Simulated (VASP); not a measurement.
The system is LiF (Griceite).

```
CELL_PARAMETERS angstrom
0.00000 2.01400 2.01400
2.01400 0.00000 2.01400
2.01400 2.01400 0.00000
ATOMIC_POSITIONS crystal
Li 0.00000 0.00000 0.00000
F 0.50000 0.50000 0.50000
```

- Program: VASP 6.6.1
- Task: relaxation of cell and atoms
- Functional: RPBE
- Potentials or basis: VASP PAW PBE potentials, release 64 (Li_sv, F)
- Cutoff: 600 eV
- k mesh: 7 × 7 × 7
- Occupations: gaussian, width 0.01 eV
- Spin: no spin polarisation

At the start: pressure 5.4 GPa; volume 8.17 Å³/atom.

**Question.** Where does the relaxation end?

**Answer.** Over 3 steps the energy falls by 10.8 meV/atom and the volume is 8.84 Å³/atom (+8.2 %); space group Fm-3m (No. 225, to 0.05 Å).

Step by step:
| step | energy change (eV) | largest force (eV/Å) | pressure (GPa) | volume (Å³) |
| --- | --- | --- | --- | --- |
| 1 | 0.0000 | 0.0000 | 5.45 | 16.34 |
| 2 | -0.0164 | 0.0000 | 2.49 | 17.00 |
| 3 | -0.0216 | 0.0000 | 0.03 | 17.68 |

Final structure:
```
CELL_PARAMETERS angstrom
0.00000 2.06758 2.06758
2.06758 0.00000 2.06758
2.06758 2.06758 0.00000
ATOMIC_POSITIONS crystal
Li 0.00000 0.00000 0.00000
F 0.50000 0.50000 0.50000
```

Caveat: the cutoff is under 1.25 times the usual one of these potentials, so pressure, stress and relaxed cells hold a basis-set (Pulay) error; the PAW data sets were made with another functional, which shifts forces and pressure a little.
